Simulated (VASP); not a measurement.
# Ta (Im-3m) in VASP: a series of runs

Ta is run at these levels: LDA; tasks: relaxation of cell and atoms.

Program: VASP 6.6.1. These are calculated values, not measurements. Logs are shortened: lines on timing, memory, paths and dates and some standing lists are left out, and cuts for length are marked.

## Step 1: The cell of the first run

The structure is cubic, space group Im-3m (No. 229). Conventional cell: a = 3.166 Å, b = 3.166 Å, c = 3.166 Å, α = 90.00°, β = 90.00°, γ = 90.00°. Ta (site symmetry m-3m) has 14 Ta at 2.74 to 3.17 Å within 3.6 Å.

## Step 2: Relaxation of cell and atoms, LDA, target pressure 21 GPa, at which the enthalpy is minimised

Input file INCAR:

```
ALGO     = Normal         # electronic algorithm
EDIFF    = 1E-6           # SCF threshold, eV
EDIFFG   = -0.005         # ionic threshold
ENCUT    = 600            # plane-wave cutoff, eV
GGA      = CA             # functional
IBRION   = 2              # ionic algorithm
ISIF     = 3              # what is computed and relaxed
ISMEAR   = -1             # smearing method
LASPH    = True           # aspherical terms in the spheres
LCHARG   = False          # write CHGCAR
LREAL    = False          # projectors in reciprocal space
LWAVE    = False          # write WAVECAR
NELM     = 80             # most SCF steps
NSW      = 32             # ionic steps
PREC     = Accurate       # precision mode
PSTRESS  = 210.0        
SIGMA    = 0.08           # smearing width, eV
```

Input file KPOINTS:

```
k-points
0
Gamma
  17 17 17
```

Input file POSCAR:

```
Ta
1.0
   -1.5830668488      1.5830668488      1.5830668488
    1.5830668488     -1.5830668488      1.5830668488
    1.5830668488      1.5830668488     -1.5830668488
Ta
1
Direct
    0.0000000000      0.0000000000      0.0000000000
```

Potentials or basis: VASP PAW LDA potentials, release 64 (Ta_pv).

Run with:

```console
cat potpaw_LDA.64/Ta_pv/POTCAR > POTCAR
mpirun -np 1 vasp_std > vasp.out
```

OUTCAR:

```text
EDIFF = 1E-6
   EDIFFG = -0.005
   ENCUT = 600
   GGA = CA
   IBRION = 2
   ISIF = 3
   ISMEAR = -1
   LASPH = True
   LREAL = False
   NELM = 80
   NSW = 32
   PREC = Accurate
   PSTRESS = 210.0

 ion  position               nearest neighbor table
   1  0.000  0.000  0.000-

  LATTYP: Found a body centered cubic cell.
 ALAT       =     3.1661336976

  Lattice vectors:

 A1 = (  -1.5830668488,   1.5830668488,   1.5830668488)
 A2 = (   1.5830668488,  -1.5830668488,   1.5830668488)
 A3 = (   1.5830668488,   1.5830668488,  -1.5830668488)

Analysis of symmetry for initial positions (statically):
=====================================================================
 Subroutine PRICEL returns:
 Original cell was already a primitive cell.

 Routine SETGRP: Setting up the symmetry group for a
 body centered cubic supercell.

 Subroutine GETGRP returns: Found 48 space group operations
 (whereof 48 operations were pure point group operations)
 out of a pool of 48 trial point group operations.

The static configuration has the point symmetry O_h .

Analysis of symmetry for dynamics (positions and initial velocities):
=====================================================================
 Subroutine PRICEL returns:
 Original cell was already a primitive cell.

 Routine SETGRP: Setting up the symmetry group for a
 body centered cubic supercell.

 Subroutine GETGRP returns: Found 48 space group operations
 (whereof 48 operations were pure point group operations)
 out of a pool of 48 trial point group operations.

The dynamic configuration has the point symmetry O_h .

 Subroutine INISYM returns: Found 48 space group operations
 (whereof 48 operations are pure point group operations),
 and found     1 'primitive' translations

----------------------------------------------------------------------------------------

                                     Primitive cell

  volume of cell :      15.8693

  direct lattice vectors                    reciprocal lattice vectors
    -1.583066849  1.583066849  1.583066849     0.000000000  0.315842632  0.315842632
     1.583066849 -1.583066849  1.583066849     0.315842632  0.000000000  0.315842632
     1.583066849  1.583066849 -1.583066849     0.315842632  0.315842632  0.000000000

  length of vectors
     2.741952214  2.741952214  2.741952214     0.446668934  0.446668934  0.446668934

  position of ions in fractional coordinates (direct lattice)
     0.000000000  0.000000000  0.000000000

  ion indices of the primitive-cell ions
   primitive index   ion index
                 1           1

----------------------------------------------------------------------------------------

 KPOINTS: k-points

Automatic generation of k-mesh.
 Grid dimensions read from file:
 generate k-points for:   17   17   17

 Generating k-lattice:

  Cartesian coordinates                     Fractional coordinates (reciprocal lattice)
     0.000000000  0.018578978  0.018578978     0.058823529  0.000000000  0.000000000
     0.018578978  0.000000000  0.018578978     0.000000000  0.058823529  0.000000000
     0.018578978  0.018578978  0.000000000     0.000000000  0.000000000  0.058823529

  Length of vectors
     0.026274643  0.026274643  0.026274643

  Shift w.r.t. Gamma in fractional coordinates (k-lattice)
     0.000000000  0.000000000  0.000000000

 Subroutine IBZKPT returns following result:
 ===========================================

 Found    165 irreducible k-points:

 Following reciprocal coordinates:
            Coordinates               Weight
  0.000000  0.000000  0.000000      1.000000
  0.058824  0.000000  0.000000     12.000000
  0.117647  0.000000  0.000000     12.000000
  0.176471  0.000000  0.000000     12.000000
  0.235294  0.000000  0.000000     12.000000
  0.294118  0.000000  0.000000     12.000000
[... 16 lines left out ...]
  0.411765  0.117647 -0.000000     48.000000
  0.176471  0.176471  0.000000     24.000000
 [... further k-points ...]
   k-points           NKPTS =    165   k-points in BZ     NKDIM =    165   number of bands    NBANDS=      9
   number of dos      NEDOS =    301   number of ions     NIONS =      1
   total plane-waves  NPLWV =  13824
   dimension x,y,z NGX =    24 NGY =   24 NGZ =   24
   dimension x,y,z NGXF=    48 NGYF=   48 NGZF=   48
   ions per type =               1
   NGX,Y,Z   is equivalent  to a cutoff of  14.55, 14.55, 14.55 a.u.
   NGXF,Y,Z  is equivalent  to a cutoff of  29.10, 29.10, 29.10 a.u.
 SYSTEM =  unknown system
   PREC   = accura    normal or accurate (medium, high low for compatibility)
   ISTART =      0    job   : 0-new  1-cont  2-samecut
   ICHARG =      2    charge: 1-file 2-atom 10-const
   ISPIN  =      1    spin polarized calculation?
   LNONCOLLINEAR =      F non collinear calculations
   LSORBIT =      F    spin-orbit coupling
   LASPH  =      T    aspherical Exc in radial PAW
   ENCUT  =  600.0 eV  44.10 Ry    6.64 a.u.   5.48  5.48  5.48*2*pi/ulx,y,z
   NELM   =     80;   NELMIN=  2; NELMDL= -5     # of ELM steps
   EDIFF  = 0.1E-05   stopping-criterion for ELM
   LREAL  =      F    real-space projection
   EDIFFG = -.5E-02   stopping-criterion for IOM
   NSW    =     32    number of steps for IOM
   IBRION =      2    ionic relax: 0-MD 1-quasi-New 2-CG
   NFREE  =      1    steps in history (QN), initial steepest desc. (CG)
   ISIF   =      3    stress and relaxation
   ISYM   =      2    0-nonsym 1-usesym 2-fastsym
   POTIM  = 0.5000    time-step for ionic-motion
   TEBEG  =    0.0;   TEEND  =   0.0 temperature during run
   PSTRESS=  210.0 pullay stress
   NELECT =      11.0000    total number of electrons
   NUPDOWN=      -1.0000    fix difference up-down
   EMIN   =  10.00;   EMAX   =-10.00  energy-range for DOS
   EFERMI =   0.00;   METHOD = LEGACY
   ISMEAR =    -1;   SIGMA  =   0.08  broadening in eV -4-tet -1-fermi 0-gaus
   EFERMI_NEDOS =   21; number of points for ismear=-14 and -15
   IALGO  =     38    algorithm
   IMIX   =      4    mixing-type and parameters
     AMIX     =   0.40;   BMIX     =  1.00
     AMIX_MAG =   1.60;   BMIX_MAG =  1.00
  volume/ion in A,a.u.               =      15.87       107.09
  Fermi-wavevector in a.u.,A,eV,Ry     =   1.448838  2.737907 28.560416  2.099131
  Thomas-Fermi vector in A             =   2.566633
   LORBIT       =      0    0 simple, 1 ext, 2 COOP (PROOUT), +10 PAW based schemes
   GGA     = CA    functional components
   LHFCALC =     F    Hartree Fock is set to
   AEXX    =    0.0000 exact exchange contribution
   IVDW    =     0    specifies the selected vdW correction
   LEPSILON=     F    determine dielectric tensor
   LRPA    =     F    only Hartree local field effects (RPA)
 conjugate gradient relaxation of ions
 non-spin polarized calculation
  energy-cutoff  :      600.00
  volume of cell :       15.87
 maximum number of plane-waves:       547
 NGX is ok and might be reduce to    24
   NGX = 11   NGY = 11   NGZ = 11

--------------------------------------- Ionic step        1  -------------------------------------------

 number of electron      11.0000001 magnetization

 Free energy of the ion-electron system (eV)
  ---------------------------------------------------
  ext. energy  EPLUGINS =         0.00000000
  ---------------------------------------------------
  free energy    TOTEN  =       -12.74847438 eV

  energy without entropy =      -12.72122955  energy(sigma->0) =      -12.73485197

------------------------ aborting loop because EDIFF is reached ----------------------------------------

  FORCE on cell =-STRESS in cart. coord.  units (eV):
  Direction    XX          YY          ZZ          XY          YZ          ZX
  --------------------------------------------------------------------------------------
  -------------------------------------------------------------------------------------
  Total        2.1998083      2.1998083      2.1998083      0.0000000     -0.0000000      0.0000000
  in kB      222.0944315    222.0944315    222.0944315      0.0000000     -0.0000000      0.0000000
  external PRESSURE =      12.0944315 kB  Pullay stress =     210.0000000 kB
[... 59 lines left out ...]
  enthalpy is  TOTEN    =       -10.6661958445 eV   P V=        2.1162859538

--------------------------------------- Ionic step        3  -------------------------------------------

 number of electron      11.0000001 magnetization

 Free energy of the ion-electron system (eV)
  ---------------------------------------------------
  ext. energy  EPLUGINS =         0.00000000
  ---------------------------------------------------
  free energy    TOTEN  =       -12.75728888 eV

  energy without entropy =      -12.72999783  energy(sigma->0) =      -12.74364336

 E-fermi :   6.4500     XC(G=0): -13.4300

 val. band max:        6.4460109050   @ k =   0.2941   0.1176   0.0588
 cond. band min:       6.4510807736   @ k =   0.2941   0.1176   0.1176
 fundamental gap:      0.0050698687
 Fermi energy:         6.4500453352

 k-point     1 :       0.0000    0.0000    0.0000
  band No.  band energies     occupation
      1     -25.9484      2.00000
      2     -25.9484      2.00000
      3     -25.9484      2.00000
      4      -1.8186      2.00000
      5       7.1106      0.00052
      6       7.1106      0.00052
      7       7.1106      0.00052
      8      10.8265      0.00000
      9      10.8265      0.00000
[... 265 lines left out ...]
 k-point    24 :       0.1765    0.1765    0.0000
  band No.  band energies     occupation
      1     -27.1003      2.00000
      2     -26.3296      2.00000
      3     -26.0695      2.00000
      4       1.7741      2.00000
      5       5.3234      2.00000
      6       5.6746      1.99988
      7       9.7167      0.00000
      8      11.7236      0.00000
      9      11.9747      0.00000

 [... further k-points ...]

------------------------ aborting loop because EDIFF is reached ----------------------------------------

  FORCE on cell =-STRESS in cart. coord.  units (eV):
  Direction    XX          YY          ZZ          XY          YZ          ZX
  --------------------------------------------------------------------------------------
  -------------------------------------------------------------------------------------
  Total        2.0877614      2.0877614      2.0877614     -0.0000000     -0.0000000      0.0000000
  in kB      209.9167499    209.9167499    209.9167499     -0.0000000     -0.0000000      0.0000000
  external PRESSURE =      -0.0832501 kB  Pullay stress =     210.0000000 kB
[... 16 lines left out ...]
  FREE ENERGIE OF THE ION-ELECTRON SYSTEM (eV)
  ---------------------------------------------------
  free  energy   TOTEN  =       -12.7572888818 eV

  energy  without entropy=      -12.7299978343  energy(sigma->0) =      -12.74364336

  enthalpy is  TOTEN    =       -10.6686995505 eV   P V=        2.0885893313

 reached required accuracy - stopping structural energy minimisation
```

Wall time 47 s (1 thread of Intel Xeon Platinum 8488C (Sapphire Rapids), shared host); peak memory 0.15 GiB.

Results:

- Free energy: -12.7573 eV
- Relaxed volume: 15.93 Å³/atom
- Relaxed cell: a = 2.746 Å, b = 2.746 Å, c = 2.746 Å, α = 109.47°, β = 109.47°, γ = 109.47°
- Space group after relaxing (to 0.05 Å): Im-3m (No. 229)
- Energy change on relaxing (the enthalpy is what falls): -8.8 meV/atom
- Ionic steps: 3
- Pressure after relaxing: 21.0 GPa

Step by step:
```tsv
step	energy change (eV)	largest force (eV/Å)	pressure (GPa)	volume (Å³)
1	0.0000	0.0000	22.21	15.87
2	-0.0340	0.0000	17.25	16.15
3	-0.0088	0.0000	20.99	15.93
```

Final structure:
```
Ta
1.0
    -1.58524    1.58524    1.58524
     1.58524   -1.58524    1.58524
     1.58524    1.58524   -1.58524
Ta
1
Direct
  0.00000 0.00000 0.00000
```

Caveat: the cell is relaxed towards a set pressure, so the enthalpy falls and the energy may rise; spin-orbit coupling is left out, which moves the levels of the heavy elements.

## Step 3: Relaxation of cell and atoms, LDA, target pressure 21 GPa, at which the enthalpy is minimised

This run uses another cell than the first one, of 16.34 Å³/atom, 1.030 times its volume.

Input file INCAR:

```
SYSTEM = Ta
PREC = Accurate
ENCUT = 600
EDIFF = 1E-7
ISMEAR = -1
SIGMA = 0.08
LREAL = .FALSE.
LASPH = .TRUE.
NELM = 60
ALGO = Normal
ISIF = 3
LWAVE = .FALSE.
LCHARG = .FALSE.
IBRION = 2
NSW = 60
EDIFFG = -0.005
PSTRESS = 210.0
```

Input file KPOINTS:

```
regular mesh
0
G
  17 17 17
  0 0 0
```

Input file POSCAR:

```
Ta
1.0
   -1.5985201043      1.5985201043      1.5985201043
    1.5985201043     -1.5985201043      1.5985201043
    1.5985201043      1.5985201043     -1.5985201043
Ta
1
Direct
    0.0000000000      0.0000000000      0.0000000000
```

Potentials or basis: VASP PAW LDA potentials, release 64 (Ta_pv).

Run with:

```console
cat potpaw_LDA.64/Ta_pv/POTCAR > POTCAR
mpirun -np 1 vasp_std > vasp.out
```

Run time: 31 s. Hardware: 1 thread of Intel Xeon Platinum 8488C (Sapphire Rapids), shared host; peak memory 0.16 GiB.

The run converged. Its results:

```yaml
Free_energy: -12.7574 eV
Relaxed_volume: 15.93 Å³/atom
Relaxed_cell: a = 2.746 Å, b = 2.746 Å, c = 2.746 Å, α = 109.47°, β = 109.47°, γ = 109.47°
Space_group_after_relaxing_to_0.05_Å: Im-3m (No. 229)
Energy_change_on_relaxing_the_enthalpy_is_what_falls: +43.9 meV/atom
Ionic_steps: 4
Pressure_after_relaxing: 21.0 GPa
```

Step by step:
```
step  energy change (eV)  largest force (eV/Å)  pressure (GPa)  volume (Å³)
   1              0.0000                0.0000           14.01        16.34
   2              0.2999                0.0000           47.45        14.71
   3              0.0424                0.0000           20.77        15.95
   4              0.0439                0.0000           20.98        15.93
```

Final structure:
```cif
data_structure
_symmetry_space_group_name_H-M 'P 1'
_symmetry_Int_Tables_number 1
_cell_length_a 2.7457
_cell_length_b 2.7457
_cell_length_c 2.7457
_cell_angle_alpha 109.471
_cell_angle_beta 109.471
_cell_angle_gamma 109.471
_cell_volume 15.93
loop_
_atom_site_label
_atom_site_type_symbol
_atom_site_fract_x
_atom_site_fract_y
_atom_site_fract_z
_atom_site_occupancy
Ta1 Ta 0.00000 0.00000 0.00000 1
```

Levels at points of the mesh, in eV from the Fermi level:
| k point | band 2 | band 3 | band 4 | band 5 | band 6 | band 7 | band 8 | band 9 |
| --- | --- | --- | --- | --- | --- | --- | --- | --- |
| (0.00, 0.00, 0.00) | -32.40 | -32.40 | -8.27 | 0.66 | 0.66 | 0.66 | 4.38 | 4.38 |

Caveat: the cell is relaxed towards a set pressure, so the enthalpy falls and the energy may rise; spin-orbit coupling is left out, which moves the levels of the heavy elements.
